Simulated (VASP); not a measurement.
Crystal: Mn3Cu.

```
Mn Cu
1.0
     3.64447    0.00000    0.00000
     0.00000    3.64447    0.00000
     0.00000    0.00000    3.64447
Mn Cu
3 1
Direct
  0.00000 0.50000 0.50000
  0.50000 0.00000 0.50000
  0.50000 0.50000 0.00000
  0.00000 0.00000 0.00000
```

* Program: VASP 6.6.1
* Task: relaxation of cell and atoms
* Functional: PBEsol
* Potentials or basis: VASP PAW PBE potentials, release 64 (Mn_pv, Cu)
* Cutoff: 600 eV
* k mesh: 6 × 6 × 6
* Occupations: gaussian, width 0.1 eV
* Spin: collinear spin, ferromagnetic start
* Starting moments: [1.01, 1.01, 1.01, 0.0] μB

At the start: pressure -23.8 GPa; volume 12.10 Å³/atom.

Problem. Where does the relaxation end?

Solution. Over 4 steps the energy falls by 132.1 meV/atom and the volume is 10.55 Å³/atom (-12.8 %); space group Pm-3m (No. 221, to 0.1 Å) before and after; moment 0.76 μB per cell.

The path:
```
step  energy change (eV)  largest force (eV/Å)  pressure (GPa)  volume (Å³)
   1              0.0000                0.0000          -23.78        48.41
   2              0.1826                0.0000           49.03        36.88
   3             -0.5273                0.0000           -1.46        42.40
   4             -0.5284                0.0000           -0.30        42.21
```

Final structure:
```
CELL_PARAMETERS angstrom
3.48178 0.00000 0.00000
0.00000 3.48178 0.00000
0.00000 0.00000 3.48178
ATOMIC_POSITIONS crystal
Mn 0.00000 0.50000 0.50000
Mn 0.50000 0.00000 0.50000
Mn 0.50000 0.50000 0.00000
Cu 0.00000 0.00000 0.00000
```

Caveat: the PAW data sets were made with another functional, which shifts forces and pressure a little.
